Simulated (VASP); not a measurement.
Input of a VASP 6.6.1 run:

INCAR

```
  PREC = Accurate
  ENCUT = 600
  EDIFF = 1E-7
  ISMEAR = 0
  SIGMA = 0.1
  LREAL = False
  LASPH = True
  NELM = 60
  ALGO = Normal
  ISIF = 3
  LWAVE = False
  LCHARG = False
  GGA = PS
  IBRION = 2
  NSW = 100
  EDIFFG = -0.005
```

The input KPOINTS:

```
regular mesh
0
Gamma
  18 18 8
```

POSCAR

```
Mg
1.0
    3.2093000000      0.0000000000      0.0000000000
   -1.6046500000      2.7793353284      0.0000000000
    0.0000000000      0.0000000000      5.2103000000
Mg
2
Direct
    0.3333333333      0.6666666667      0.2500000000
    0.6666666667      0.3333333333      0.7500000000
```

Potentials or basis: VASP PAW PBE potentials, release 64 (Mg).

Launch:

```bash
$ cat potpaw_PBE.64/Mg/POTCAR > POTCAR
$ mpirun -np 1 vasp_std > vasp.out
```

Question: Predict the band gap on the k mesh.

Answer: Zero (bands 2 and 3 overlap by 2.14 eV).

Question: What does it give for the relaxed cell?

Answer: a = 3.186 Å, b = 3.186 Å, c = 5.109 Å, α = 90.00°, β = 90.00°, γ = 120.00°.

Question: What does it give for the relaxed volume?

Answer: 22.46 Å³/atom.

Final structure:
```
Mg
1.0
     3.18584    0.00000    0.00000
    -1.59292    2.75902    0.00000
     0.00000    0.00000    5.10943
Mg
2
Direct
  0.33333 0.66667 0.25000
  0.66667 0.33333 0.75000
```

Caveat: the PAW data sets were made with another functional, which shifts forces and pressure a little.
